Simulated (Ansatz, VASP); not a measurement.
## Bi: VASP beside Ansatz

```
CELL_PARAMETERS angstrom
-1.71698 2.30483 1.85660
1.71698 -2.30483 1.85660
1.71698 2.30483 -1.85660
ATOMIC_POSITIONS crystal
Bi 0.00000 0.00000 0.00000
```

Change from the starting cell: strain +e along x and -e along y -0.1500, strain +e along z and -e/2 along x and y -0.0525.

Alike in both runs: task single point; functional PBE; dispersion D3(BJ); k mesh 16 × 16 × 16; occupations gaussian, width 0.15 eV; no spin polarisation.

```csv
,VASP,Ansatz
version,VASP 6.6.1,Ansatz 0.2.0
potentials or method,"VASP PAW PBE potentials, release 64 (Bi_d), cutoff 520 eV","scalar-relativistic, plane waves, PAW"
valence electrons in the cell,15,15
```

|  | VASP | Ansatz | Ansatz less VASP |
| --- | --- | --- | --- |
| gap on the k mesh at the Fermi level (eV) | none | none | - |
| pressure (GPa) | 2.0 | 2.1 | +0.04 |
| traceless stress, the component that is largest in VASP (GPa) | -1.24 | -1.24 | -0.005 |

A gap of «none» marks a metal or a gap that the smearing closes.

Spin-orbit coupling is off throughout.
